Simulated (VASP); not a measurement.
Hf2N, 6 atoms in the cell. It takes space group P4_2/mnm (No. 136, tetragonal). Conventional cell: a = 5.313 Å, b = 5.313 Å, c = 3.242 Å, α = 90.00°, β = 90.00°, γ = 90.00°. Hf (site symmetry m2m) has 3 N at 2.22 to 2.23 Å within 2.9 Å. N (site symmetry mmm) has 6 Hf at 2.22 to 2.23 Å within 2.9 Å. 

- Program: VASP 6.6.1
- Task: relaxation of cell and atoms
- Functional: PBEsol
- Potentials or basis: VASP PAW PBE potentials, release 64 (Hf_pv, N)
- Cutoff: 600 eV
- k mesh: 4 × 4 × 8
- Occupations: gaussian, width 0.1 eV
- Spin: no spin polarisation
- Dipole correction: no
- Further INCAR settings: ALGO = Normal; EDIFF = 1e-06; IBRION = 2; EDIFFG = -0.01; NSW = 80; ISIF = 3

Potentials or basis: VASP PAW PBE potentials, release 64 (Hf_pv, N).

Command:

```console
$ cat potpaw_PBE.64/Hf_pv/POTCAR potpaw_PBE.64/N/POTCAR > POTCAR
$ mpirun -np 1 vasp_std > vasp.out
```

Hardware: 1 thread of AMD EPYC 9R45 96-Core Processor (Zen 5), on a shared host.

Question: Estimate the wall time of this run.

Answer: Wall time 3.2 min on 1 thread of AMD EPYC 9R45 96-Core Processor (Zen 5), with other jobs on the host, peak memory 0.24 GiB. Counts: scf iterations 51, k points 30, ion steps 7.
